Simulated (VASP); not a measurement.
Here is a VASP 6.6.1 calculation.

File INCAR:

```
SYSTEM = Au3C
PREC = Accurate
ENCUT = 520
EDIFF = 1E-6
ISMEAR = 0
SIGMA = 0.1
LREAL = .FALSE.
LASPH = .TRUE.
NELM = 80
ALGO = Normal
ISIF = 2
LWAVE = .FALSE.
LCHARG = .TRUE.
LDIPOL = .TRUE.
IDIPOL = 3
DIPOL = 0.5 0.5 0.353
GGA = PE
LELF = .TRUE.
LVHAR = .TRUE.
LVACPOTAV = .TRUE.
NBANDS = 26
```

The input KPOINTS:

```
Automatic mesh
0
G
  9 9 1
  0 0 0
```

The input POSCAR:

```
Au3C
1.0
    2.9402049748      0.0000000000      0.0000000000
   -1.4701024874      2.5462922005      0.0000000000
    0.0000000000      0.0000000000     21.8974947720
Au C
3 1
Direct
    0.6666666667      0.3333333333      0.1826692981
    0.3333333333      0.6666666667      0.2945190844
    0.0000000000      0.0000000000      0.4063247812
    0.3333333333     -0.3333333333      0.5282565377
```

Potentials or basis: VASP PAW PBE potentials, release 64 (Au, C).

Run with:

```sh
$ cat potpaw_PBE.64/Au/POTCAR potpaw_PBE.64/C/POTCAR > POTCAR
$ mpirun -np 1 vasp_std > vasp.out
```

(1) What does it give for the largest force?

Results:

(1) 0.995 eV/Å.
